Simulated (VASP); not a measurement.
# MgI2 (P-3m1) in VASP: a series of runs, part 2 of 2

VASP 6.6.1.

**4. Single point, PBE (strain +0.030 along x and y, +0.030 along z)**

INCAR reads:

```
ALGO = Normal
EDIFF = 1E-6
ENCUT = 520
GGA = PE
ISIF = 2
ISMEAR = 0
LASPH = T
LCHARG = F
LREAL = F
LWAVE = F
NBANDS = 15
NELM = 100
PREC = Accurate
SIGMA = 0.05
```

KPOINTS reads:

```
k-points
0
Gamma
  6 6 4
```

POSCAR reads:

```
MgI2
1.0
    4.2783111250      0.0000000000      0.0000000000
   -2.1391555625      3.7051261196      0.0000000000
    0.0000000000      0.0000000000      7.0678600000
Mg I
1 2
Direct
    0.0000000000      0.0000000000      0.0000000000
    0.3333333333      0.6666666667      0.7576300000
    0.6666666667      0.3333333333      0.2423700000
```

Potentials or basis: VASP PAW PBE potentials, release 64 (Mg, I).

On the command line:

```console
$ cat potpaw_PBE.64/Mg/POTCAR potpaw_PBE.64/I/POTCAR > POTCAR
$ mpirun -np 1 vasp_std > vasp.out
```

OUTCAR:

```text
EDIFF = 1E-6
   ENCUT = 520
   GGA = PE
   ISIF = 2
   ISMEAR = 0
   LASPH = T
   LREAL = F
   NELM = 100
   PREC = Accurate

 ion  position               nearest neighbor table
   1  0.000  0.000  0.000-   2 3.01   3 3.01   3 3.01   2 3.01   3 3.01   2 3.01
   2  0.333  0.667  0.758-   1 3.01   1 3.01   1 3.01
   3  0.667  0.333  0.242-   1 3.01   1 3.01   1 3.01

  LATTYP: Found a hexagonal cell.
 ALAT       =     4.2783111250
 C/A-ratio  =     1.6520210414

  Lattice vectors:

 A1 = (   4.2783111250,   0.0000000000,   0.0000000000)
 A2 = (  -2.1391555625,   3.7051261196,   0.0000000000)
 A3 = (   0.0000000000,   0.0000000000,   7.0678600000)

Analysis of symmetry for initial positions (statically):
=====================================================================
 Subroutine PRICEL returns:
 Original cell was already a primitive cell.

 Routine SETGRP: Setting up the symmetry group for a
 hexagonal supercell.

 Subroutine GETGRP returns: Found 12 space group operations
 (whereof 12 operations were pure point group operations)
 out of a pool of 24 trial point group operations.

The static configuration has the point symmetry D_3d.

Analysis of symmetry for dynamics (positions and initial velocities):
=====================================================================
 Subroutine PRICEL returns:
 Original cell was already a primitive cell.

 Routine SETGRP: Setting up the symmetry group for a
 hexagonal supercell.

 Subroutine GETGRP returns: Found 12 space group operations
 (whereof 12 operations were pure point group operations)
 out of a pool of 24 trial point group operations.

The dynamic configuration has the point symmetry D_3d.

 Subroutine INISYM returns: Found 12 space group operations
 (whereof 12 operations are pure point group operations),
 and found     1 'primitive' translations

----------------------------------------------------------------------------------------

                                     Primitive cell

  volume of cell :     112.0375

  direct lattice vectors                    reciprocal lattice vectors
     4.278311125  0.000000000  0.000000000     0.233737092  0.134948173  0.000000000
    -2.139155563  3.705126120  0.000000000     0.000000000  0.269896346  0.000000000
     0.000000000  0.000000000  7.067860000     0.000000000  0.000000000  0.141485542

  length of vectors
     4.278311125  4.278311125  7.067860000     0.269896346  0.269896346  0.141485542

  position of ions in fractional coordinates (direct lattice)
     0.000000000  0.000000000  0.000000000
     0.333333333  0.666666667  0.757630000
     0.666666667  0.333333333  0.242370000

  ion indices of the primitive-cell ions
   primitive index   ion index
                 1           1
                 2           2
                 3           3

----------------------------------------------------------------------------------------

 KPOINTS: k-points

Automatic generation of k-mesh.
 Grid dimensions read from file:
 generate k-points for:    6    6    4

[... 25 lines left out ...]
  0.333333  0.166667  0.000000     12.000000
[... 16 lines left out ...]
  0.333333  0.166667  0.500000     12.000000
  0.333333  0.333333  0.500000      2.000000
   k-points           NKPTS =     24   k-points in BZ     NKDIM =     24   number of bands    NBANDS=     15
   number of dos      NEDOS =    301   number of ions     NIONS =      3
   total plane-waves  NPLWV =  55296
   dimension x,y,z NGX =    32 NGY =   32 NGZ =   54
   dimension x,y,z NGXF=    64 NGYF=   64 NGZF=  108
   ions per type =               1   2
   NGX,Y,Z   is equivalent  to a cutoff of  12.43, 12.43, 12.70 a.u.
   NGXF,Y,Z  is equivalent  to a cutoff of  24.87, 24.87, 25.40 a.u.
 SYSTEM =  unknown system
   PREC   = accura    normal or accurate (medium, high low for compatibility)
   ISTART =      0    job   : 0-new  1-cont  2-samecut
   ICHARG =      2    charge: 1-file 2-atom 10-const
   ISPIN  =      1    spin polarized calculation?
   LNONCOLLINEAR =      F non collinear calculations
   LSORBIT =      F    spin-orbit coupling
   LASPH  =      T    aspherical Exc in radial PAW
   ENCUT  =  520.0 eV  38.22 Ry    6.18 a.u.   7.95  7.95 13.14*2*pi/ulx,y,z
   NELM   =    100;   NELMIN=  2; NELMDL= -5     # of ELM steps
   EDIFF  = 0.1E-05   stopping-criterion for ELM
   LREAL  =      F    real-space projection
   EDIFFG = 0.1E-04   stopping-criterion for IOM
   NSW    =      0    number of steps for IOM
   IBRION =     -1    ionic relax: 0-MD 1-quasi-New 2-CG
   NFREE  =      0    steps in history (QN), initial steepest desc. (CG)
   ISIF   =      2    stress and relaxation
   ISYM   =      2    0-nonsym 1-usesym 2-fastsym
   POTIM  = 0.5000    time-step for ionic-motion
   TEBEG  =    0.0;   TEEND  =   0.0 temperature during run
   PSTRESS=    0.0 pullay stress
   NELECT =      16.0000    total number of electrons
   NUPDOWN=      -1.0000    fix difference up-down
   EMIN   =  10.00;   EMAX   =-10.00  energy-range for DOS
   EFERMI =   0.00;   METHOD = LEGACY
   ISMEAR =     0;   SIGMA  =   0.05  broadening in eV -4-tet -1-fermi 0-gaus
   EFERMI_NEDOS =   21; number of points for ismear=-14 and -15
   IALGO  =     38    algorithm
   IMIX   =      4    mixing-type and parameters
     AMIX     =   0.40;   BMIX     =  1.00
     AMIX_MAG =   1.60;   BMIX_MAG =  1.00
  volume/ion in A,a.u.               =      37.35       252.02
  Fermi-wavevector in a.u.,A,eV,Ry     =   0.855711  1.617059  9.962745  0.732241
  Thomas-Fermi vector in A             =   1.972502
   LORBIT       =      0    0 simple, 1 ext, 2 COOP (PROOUT), +10 PAW based schemes
   GGA     = PE    functional components
   LHFCALC =     F    Hartree Fock is set to
   AEXX    =    0.0000 exact exchange contribution
   IVDW    =     0    specifies the selected vdW correction
   LEPSILON=     F    determine dielectric tensor
   LRPA    =     F    only Hartree local field effects (RPA)
 non-spin polarized calculation
 Gauss-broadening in eV      SIGMA  =   0.05
  energy-cutoff  :      520.00
  volume of cell :      112.04
 maximum number of plane-waves:      3042
   NGX = 15   NGY = 15   NGZ = 27

 number of electron      16.0000000 magnetization

 Free energy of the ion-electron system (eV)
  ---------------------------------------------------
  ext. energy  EPLUGINS =         0.00000000
  ---------------------------------------------------
  free energy    TOTEN  =        -7.68964301 eV

  energy without entropy =       -7.68964301  energy(sigma->0) =       -7.68964301

 E-fermi :   1.8048     XC(G=0):  -7.8542

 val. band max:        1.5295178013   @ k =   0.0000   0.0000   0.0000
 cond. band min:       4.8678863240   @ k =   0.0000   0.0000   0.0000
 fundamental gap:      3.3383685227
 Fermi energy:         1.8047802182

 k-point     1 :       0.0000    0.0000    0.0000
  band No.  band energies     occupation
      1     -10.1927      2.00000
      2      -9.6294      2.00000
      3      -1.6212      2.00000
      4       1.1291      2.00000
      5       1.1291      2.00000
      6       1.4452      2.00000
      7       1.4452      2.00000
      8       1.5295      2.00000
      9       4.8679      0.00000
     10       6.2609      0.00000
     11       8.1031      0.00000
     12       8.1031      0.00000
     13       9.0671      0.00000
     14       9.6731      0.00000
[... 401 lines left out ...]
      2      -9.4954      2.00000
      3      -1.3121      2.00000
      4      -0.8762      2.00000
      5      -0.8762      2.00000
      6      -0.3835      2.00000
      7       1.0619      2.00000
      8       1.0619      2.00000
      9       5.9916      0.00000
     10       7.3000      0.00000
     11       7.3000      0.00000
     12       8.8927      0.00000
     13       9.5559      0.00000
     14      10.0379      0.00000
     15      10.2039      0.00000

------------------------ aborting loop because EDIFF is reached ----------------------------------------

  FORCE on cell =-STRESS in cart. coord.  units (eV):
  Direction    XX          YY          ZZ          XY          YZ          ZX
  --------------------------------------------------------------------------------------
  -------------------------------------------------------------------------------------
  Total       -0.9305981     -0.9305981     -0.7008392     -0.0000000     -0.0000000      0.0000000
  in kB      -13.3078976    -13.3078976    -10.0222600     -0.0000000     -0.0000000      0.0000000
  external PRESSURE =     -12.2126851 kB  Pullay stress =       0.0000000 kB

 VOLUME and BASIS-vectors are now :
 -----------------------------------------------------------------------------
  energy-cutoff  :      520.00
  volume of cell :      112.04
      direct lattice vectors                 reciprocal lattice vectors
     4.278311125  0.000000000  0.000000000     0.233737092  0.134948173  0.000000000
    -2.139155563  3.705126120  0.000000000     0.000000000  0.269896346  0.000000000
     0.000000000  0.000000000  7.067860000     0.000000000  0.000000000  0.141485542

 POSITION                                       TOTAL-FORCE (eV/Angst)
 -----------------------------------------------------------------------------------
      0.00000      0.00000      0.00000        -0.000000      0.000000      0.000000
     -0.00000      2.47008      5.35482         0.000000      0.000000      0.351637
      2.13916      1.23504      1.71304        -0.000000      0.000000     -0.351637
 -----------------------------------------------------------------------------------
    total drift:                               -0.000000      0.000000     -0.000000

  FREE ENERGIE OF THE ION-ELECTRON SYSTEM (eV)
  ---------------------------------------------------
  free  energy   TOTEN  =        -7.6896430088 eV

  energy  without entropy=       -7.6896430088  energy(sigma->0) =       -7.68964301
```

Wall time 88 s (1 thread of Intel Xeon 8259CL, shared host); peak memory 0.24 GiB.

What came out:

```
Free energy            : -7.6896 eV
Pressure               : -1.2 GPa
Largest force          : 0.352 eV/Å
Band gap on the k mesh : 3.34 eV
```

Forces in eV/Å, atoms in the order of the input:
```
Mg   0.000  0.000  0.000
I    0.000  0.000  0.352
I    0.000  0.000 -0.352
```

Caveat: the cell differs from its parent crystal (strain +0.030 along x and y, +0.030 along z); spin-orbit coupling is left out, which moves the levels of the heavy elements; this functional lacks dispersion, which binds the layers, so the pressure and a relaxed spacing across them are unreliable. A k mesh can miss the band edges.

**5. Summary**

```csv
cell,gap on the mesh (eV),pressure (GPa),largest force (eV/Å)
"a = 4.216, b = 4.216, c = 7.068 Å, angles 90.0, 90.0, 120.0°, 3 atoms",3.50,-0.5,0.27
"a = 4.278, b = 4.278, c = 6.965 Å, angles 90.0, 90.0, 120.0°, 3 atoms",3.31,-0.9,0.26
"a = 4.278, b = 4.278, c = 7.068 Å, angles 90.0, 90.0, 120.0°, 3 atoms",3.34,-1.2,0.35
```

Alike in all rows: task single point; level PBE; potentials or basis VASP PAW PBE potentials, release 64 (Mg, I); no spin polarisation; k mesh 6 × 6 × 4; cutoff (eV) 520; smearing gaussian 0.05 eV.

Caveats: spin-orbit coupling is left out, which moves the levels of the heavy elements; this functional lacks dispersion, which binds the layers, so the pressure and a relaxed spacing across them are unreliable.

Total energies depend on the potentials used, so only differences within one code and one set of settings carry meaning.
